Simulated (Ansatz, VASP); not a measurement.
# CaH4: VASP beside Ansatz

```
Ca H
1.0
    -1.64240    1.64240    2.75352
     1.64240   -1.64240    2.75352
     1.64240    1.64240   -2.75352
Ca H
1 4
Cartesian
  0.0000 0.0000 0.0000
  0.0000 1.6424 1.3768
  1.6424 0.0000 1.3768
  0.0000 0.0000 2.1767
  0.0000 0.0000 3.3304
```

Alike in both runs: task single point; functional PBEsol; k mesh 10 × 10 × 10; occupations gaussian, width 0.03 eV; no spin polarisation.

```csv
,VASP,Ansatz
version,VASP 6.6.1,Ansatz 0.2.0
potentials or method,"VASP PAW PBE potentials, release 64 (Ca_sv, H), cutoff 500 eV","scalar-relativistic, plane waves, PAW"
valence electrons in the cell,14,14
```

Ansatz gave:

* gap on the k mesh at the Fermi level (eV): none
* pressure (GPa): 17.7
* traceless stress, the component that is largest in VASP (GPa): -2.88
* rms of the force components (eV/Å): 0.842

Problem. Which values does VASP return?

Solution. gap on the k mesh at the Fermi level (eV): none; pressure (GPa): 18.0; traceless stress, the component that is largest in VASP (GPa): -2.84; rms of the force components (eV/Å): 0.845.

VASP's potentials were made for PBE, not for PBEsol. Atom by atom the forces differ by 0.003 eV/Å (rms over components). A gap of «none» marks a metal or a gap that the smearing closes. With one functional, cell and mesh, what is left measures potentials, basis and numerics.
